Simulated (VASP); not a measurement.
## Cd: single point with PBE

The system is Cd.

```xyz
1
Lattice="1.6533 0.9546 2.3169 -1.6533 0.9546 2.3169 0.0000 -1.9091 2.3169" Properties=species:S:1:pos:R:3 pbc="T T T"
Cd    0.0000    0.0000    0.0000
```

This cell differs from its parent crystal: ratio of the length along z to the lengths across it x 0.92, volume and fractional coordinates fixed.

| Item | Value |
| --- | --- |
| Program | VASP 6.6.1 |
| Task | single point |
| Functional | PBE |
| Potentials or basis | VASP PAW PBE potentials, release 64 (Cd) |
| Cutoff | 520 eV |
| k mesh | 21 × 21 × 21 |
| Occupations | gaussian, width 0.15 eV |
| Spin | no spin polarisation |
| Dipole correction | no |
| Further INCAR settings | ALGO = Normal; EDIFF = 1e-07; NBANDS = 12 |

- Pressure: 3.2 GPa
- Band gap on the k mesh: zero (band 6 reaches 4.38 eV, above the bottom of band 7 at 0.97 eV)

Stress tensor (GPa, compression positive):
```
2.17 0.00 0.00
0.00 2.17 0.00
0.00 0.00 5.27
```

Levels at points of the mesh, in eV from the Fermi level:
| k point | band 3 | band 4 | band 5 | band 6 | band 7 | band 8 | band 9 | band 10 |
| --- | --- | --- | --- | --- | --- | --- | --- | --- |
| (0.00, 0.00, 0.00) | -8.87 | -8.56 | -8.54 | -8.54 | 12.98 | 13.43 | 13.43 | 17.06 |

Wall time 44 s on 1 thread of Intel(R) Xeon(R) 6975P-C (Granite Rapids), with other jobs on the host, peak memory 0.32 GiB.
